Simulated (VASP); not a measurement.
Set up this calculation in VASP 6.6.1, as the native input.

| Quantity | Value |
| --- | --- |
| Task | relaxation of cell and atoms |
| Functional | LDA |
| Potentials or basis | VASP PAW LDA potentials, release 64 (Hf_pv) |
| Cutoff | 600 eV |
| k mesh | 15 × 15 × 15 |
| Occupations | fermi-dirac, width 0.1 eV |
| Spin | no spin polarisation |
| Target pressure | 10 GPa |
| Dipole correction | no |
| Further INCAR settings | ALGO = Normal; EDIFF = 1e-06; IBRION = 2; EDIFFG = -0.005; NSW = 60; ISIF = 3 |

The structure of Hf lies in POSCAR:

```
Hf
1.0
   -2.6161707088      2.6161707088      1.4388938899
    2.6161707088     -2.6161707088      1.4388938899
    2.6161707088      2.6161707088     -1.4388938899
Hf
2
Direct
   -0.3750000000     -0.1250000000     -0.2500000000
    0.3750000000      0.1250000000      0.2500000000
```

One way to write it, as run:

INCAR

```
PREC = Accurate
ENCUT = 600
EDIFF = 1E-6
ISMEAR = -1
SIGMA = 0.1
LREAL = F
LASPH = T
NELM = 80
ALGO = Normal
ISIF = 3
LWAVE = F
LCHARG = F
GGA = CA
IBRION = 2
NSW = 60
EDIFFG = -0.005
PSTRESS = 100.0
```

KPOINTS

```
Automatic mesh
0
Gamma
  15 15 15
```

Potentials or basis: VASP PAW LDA potentials, release 64 (Hf_pv).

The run is started by

```sh
$ cat potpaw_LDA.64/Hf_pv/POTCAR > POTCAR
$ mpirun -np 1 vasp_std > vasp.out
```

Results of the run:

- Relaxed volume: 19.57 Å³/atom
- Relaxed cell: a = 3.967 Å, b = 3.967 Å, c = 3.967 Å, α = 97.46°, β = 97.46°, γ = 137.76°
- Space group after relaxing (to 0.1 Å): I4_1/amd (No. 141)
- Energy change on relaxing (the run minimises the enthalpy): +7.2 meV/atom
- Ionic steps: 4
- Pressure after relaxing: 10.0 GPa
- Band gap on the k mesh: zero (bands 10 and 11 overlap by 0.99 eV)

Caveat: the cell is relaxed towards a set pressure, so the run minimises the enthalpy, not the energy; spin-orbit coupling is left out, which moves the levels of the heavy elements.

It took 3 min on 1 thread of Intel(R) Xeon(R) Platinum 8488C (Sapphire Rapids) (shared host), peak memory 0.3 GiB.
